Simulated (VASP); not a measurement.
Set up this calculation in VASP 6.6.1, as the native input.

* Task: single point
* Functional: PBEsol
* Potentials or basis: VASP PAW PBE potentials, release 64 (Ga_d, N)
* Cutoff: 520 eV
* k mesh: 2 × 2 × 2, shifted
* Occupations: gaussian, width 0.01 eV
* Spin: no spin polarisation
* Dipole correction: no
* Further INCAR settings: LREAL = Auto; ALGO = Normal; EDIFF = 1e-07; NBANDS = 186

The structure of GaN lies in POSCAR:

```
GaN
1.0
    4.7276984455     -2.7295379702      5.1384823971
    0.0000000000      5.4590759403      5.1384823971
   -4.7276984455     -2.7295379702      5.1384823971
Ga N
18 18
Direct
    0.6108769885      0.2775436552      0.6108769885
    0.2775436552      0.6108769885      0.6108769885
    0.9442103219      0.2775436552      0.2775436552
    0.2775436552      0.2775436552      0.9442103219
    0.6108769885      0.6108769885      0.2775436552
    0.9442103219      0.9442103219      0.6108769885
    0.2775436552      0.9442103219      0.2775436552
    0.9442103219      0.6108769885      0.9442103219
    0.6108769885      0.9442103219      0.9442103219
    0.5553214330      0.5553214330      0.8886547663
    0.2219880996      0.8886547663      0.8886547663
    0.8886547663      0.5553214330      0.5553214330
    0.2219880996      0.5553214330      0.2219880996
    0.5553214330      0.8886547663      0.5553214330
    0.8886547663      0.2219880996      0.8886547663
    0.2219880996      0.2219880996      0.5553214330
    0.8886547663      0.8886547663      0.2219880996
    0.5553214330      0.2219880996      0.2219880996
    0.7363452337      0.4030119004      0.7363452337
    0.4030119004      0.7363452337      0.7363452337
    0.0696785670      0.4030119004      0.4030119004
    0.4030119004      0.4030119004      0.0696785670
    0.7363452337      0.7363452337      0.4030119004
    0.0696785670      0.0696785670      0.7363452337
    0.4030119004      0.0696785670      0.4030119004
    0.0696785670      0.7363452337      0.0696785670
    0.7363452337      0.0696785670      0.0696785670
    0.3474563448      0.3474563448      0.6807896781
    0.0141230115      0.6807896781      0.6807896781
    0.6807896781      0.3474563448      0.3474563448
    0.0141230115      0.3474563448      0.0141230115
    0.3474563448      0.6807896781      0.3474563448
    0.6807896781      0.0141230115      0.6807896781
    0.0141230115      0.0141230115      0.3474563448
    0.6807896781      0.6807896781      0.0141230115
    0.3474563448      0.0141230115      0.0141230115
```

One way to write it, as run:

INCAR

```
SYSTEM = GaN
ALGO = Normal ; EDIFF = 1E-7
ENCUT = 520 ; GGA = PS
ISIF = 2 ; ISMEAR = 0
LASPH = .True. ; LCHARG = .False.
LREAL = Auto ; LUSENCCL = .False.
LWAVE = .False. ; NBANDS = 186
NELM = 60 ; PREC = Accurate
SIGMA = 0.01
```

KPOINTS

```
Automatic mesh
0
Gamma
  2 2 2
  0.5 0.5 0.5
```

Potentials or basis: VASP PAW PBE potentials, release 64 (Ga_d, N).

Run with:

```sh
$ cat potpaw_PBE.64/Ga_d/POTCAR potpaw_PBE.64/N/POTCAR > POTCAR
$ mpirun -np 1 vasp_std > vasp.out
```

It gave:

* Pressure: 5.5 GPa
* Band gap on the k mesh: 3.43 eV

Caveat: the PAW data sets were made with another functional, which shifts forces and pressure a little.

Run time: 110 s on 1 × NVIDIA H100 80GB with 1 thread of Intel(R) Xeon(R) Platinum 8481C CPU @ 2.70GHz (Sapphire Rapids), on a shared host, peak memory 1.4 GiB.
